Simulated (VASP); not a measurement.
HfNb2CN2:

```xyz
6
Lattice="-1.8665 1.8665 5.3892 1.8665 -1.8665 5.3892 1.8665 1.8665 -5.3892" Properties=species:S:1:pos:R:3 pbc="T T T"
Hf    0.0000    0.0000    0.0000
Nb    0.0000    0.0000    3.8275
Nb    0.0000    0.0000    6.9510
C     0.0000    0.0000    5.3892
N     0.0000    1.8665    2.6946
N     1.8665    0.0000    2.6946
```

| Quantity | Value |
| --- | --- |
| Program | VASP 6.6.1 |
| Task | relaxation of cell and atoms |
| Functional | PBE |
| Potentials or basis | VASP PAW PBE potentials, release 64 (Hf_pv, Nb_sv, C, N) |
| Cutoff | 600 eV |
| k mesh | 6 × 6 × 6 |
| Occupations | gaussian, width 0.1 eV |
| Spin | no spin polarisation |

At the start: pressure 49.4 GPa; volume 12.52 Å³/atom.

Q: Where does the relaxation end?

A: Over 23 steps the energy falls by 1152.2 meV/atom and the volume is 15.84 Å³/atom (+26.6 %); space group I4/mmm (No. 139, to 0.05 Å).

The path:
```tsv
step	energy change (eV)	largest force (eV/Å)	pressure (GPa)	volume (Å³)
1	0.0000	26.6158	49.36	75.10
2	-1.4556	3.9188	17.63	117.97
3	-1.9251	5.3583	12.19	120.19
4	-2.8258	3.9069	1.45	124.65
5	-2.9452	0.5566	-18.36	133.62
6	-3.1186	3.2695	-3.72	126.51
7	-5.2193	1.3737	-13.26	118.38
8	-5.4655	0.0246	-15.76	114.22
9	-6.1290	0.2503	-2.41	97.62
10	-6.1413	0.2304	-4.15	99.26
11	-6.4917	1.1560	1.36	97.70
12	-6.5354	1.9800	4.62	96.85
13	-6.7489	1.3736	0.03	99.10
14	-6.7929	0.9083	-2.71	100.48
15	-6.8591	0.5473	-1.59	98.74
16	-6.9050	0.1745	0.05	96.05
17	-6.9080	0.0663	0.49	95.23
18	-6.9081	0.0499	0.58	95.11
19	-6.9113	0.0687	-0.34	95.39
20	-6.9115	0.0952	-0.58	95.46
21	-6.9129	0.0748	0.00	95.11
22	-6.9130	0.0426	-0.09	95.18
23	-6.9131	0.0382	-0.02	95.06
```

Final structure:
```
Hf Nb C N
1.0
    -1.76934    1.76934    7.59148
     1.76934   -1.76934    7.59148
     1.76934    1.76934   -7.59148
Hf Nb C N
1 2 1 2
Cartesian
  0.0000 0.0000 0.0000
  0.0000 0.0000 2.8374
  0.0000 0.0000 12.3455
  0.0000 0.0000 7.5915
  0.0000 1.7693 3.7957
  1.7693 0.0000 3.7957
```

Caveat: the k points lie up to 0.42 Å⁻¹ apart in the final cell; the volume moved by over 15 % at a fixed basis, so the end points are rough.
